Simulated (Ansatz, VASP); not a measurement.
# Two plane-wave programs on Mo

```
CELL_PARAMETERS angstrom
-1.63384 1.63384 1.69668
1.63384 -1.63384 1.69668
1.63384 1.63384 -1.69668
ATOMIC_POSITIONS crystal
Mo 0.00000 0.00000 0.00000
```

Change from the starting cell: strain +0.040 along x and y, +0.080 along z, atoms carried along.

Alike in both runs: task single point; functional PBEsol; k mesh 22 × 22 × 22; occupations gaussian, width 0.15 eV; no spin polarisation.

```csv
,VASP,Ansatz
version,VASP 6.6.1,Ansatz 0.2.0
potentials or method,"VASP PAW PBE potentials, release 64 (Mo_sv), cutoff 520 eV","scalar-relativistic, plane waves, PAW"
valence electrons in the cell,14,14
```

```tsv
	VASP	Ansatz	Ansatz less VASP
gap on the k mesh at the Fermi level (eV)	none	none	-
pressure (GPa)	-32.3	-32.6	-0.32
traceless stress, the component that is largest in VASP (GPa)	-5.26	-5.27	-0.001
```

VASP's potentials were made for PBE, not for PBEsol. A gap of «none» marks a metal or a gap that the smearing closes. Both programs put the cell under strong tension, so it lies far from rest at this level.

Noted on VASP's run: the cell as given lies far from equilibrium.
